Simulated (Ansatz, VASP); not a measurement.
# CuAu in VASP and in Ansatz

File INCAR:

```
PREC = Accurate ; ENCUT = 520
EDIFF = 1E-7 ; ISMEAR = 0
SIGMA = 0.1 ; LREAL = F
LASPH = T ; NELM = 60
ALGO = Fast ; ISIF = 2
LWAVE = F ; LCHARG = F
GGA = PE ; NBANDS = 18
```

KPOINTS

```
Automatic mesh
0
Gamma
  16 16 12
```

The input POSCAR:

```
CuAu
1.0
    2.6379360000      0.0000000000      0.0000000000
    0.0000000000      2.6379360000      0.0000000000
    0.0000000000      0.0000000000      3.6777804000
Cu Au
1 1
Direct
    0.5000000000      0.5000000000      0.5000000000
    0.0000000000      0.0000000000      0.0000000000
```

Input for Ansatz:

```yaml
crystal:
  lattice:
    - [2.637936, 0.0, 0.0]
    - [0.0, 2.637936, 0.0]
    - [0.0, 0.0, 3.6777804]
  atoms:
    - { symbol: Cu, position: [0.5, 0.5, 0.5] }
    - { symbol: Au, position: [0.0, 0.0, 0.0] }
basis:
  ecutwfc: 420
kpoints:
  mp_grid: { grid: [16, 16, 12] }
hamiltonian:
  xc: pbe
scf:
  occupations: { method: gaussian, width: 0.1 }
output:
  forces: true
  stress: true
  eigenvalues: true
  populations: true
```

Alike in both runs: task single point; functional PBE; k mesh 16 × 16 × 12; occupations gaussian, width 0.1 eV; no spin polarisation.

|  | VASP | Ansatz |
| --- | --- | --- |
| version | VASP 6.6.1 | Ansatz 0.2.0 |
| potentials or method | VASP PAW PBE potentials, release 64 (Cu, Au), cutoff 520 eV | scalar-relativistic, plane waves, PAW |
| valence electrons in the cell | 22 | 38 |

|  | VASP | Ansatz | Ansatz less VASP |
| --- | --- | --- | --- |
| gap on the k mesh at the Fermi level (eV) | none | none | - |
| pressure (GPa) | 35.7 | 35.8 | +0.14 |
| traceless stress, the component that is largest in VASP (GPa) | -5.39 | -5.54 | -0.142 |

A gap of «none» marks a metal or a gap that the smearing closes. Both programs put the cell under a high pressure, so it lies far from rest at this level. With one functional, cell and mesh, what is left measures potentials, basis and numerics. VASP's potentials hold 22 valence electrons a cell and Ansatz's 38, so a difference there can come from the potentials and not from the codes.

Spin-orbit coupling is off throughout.
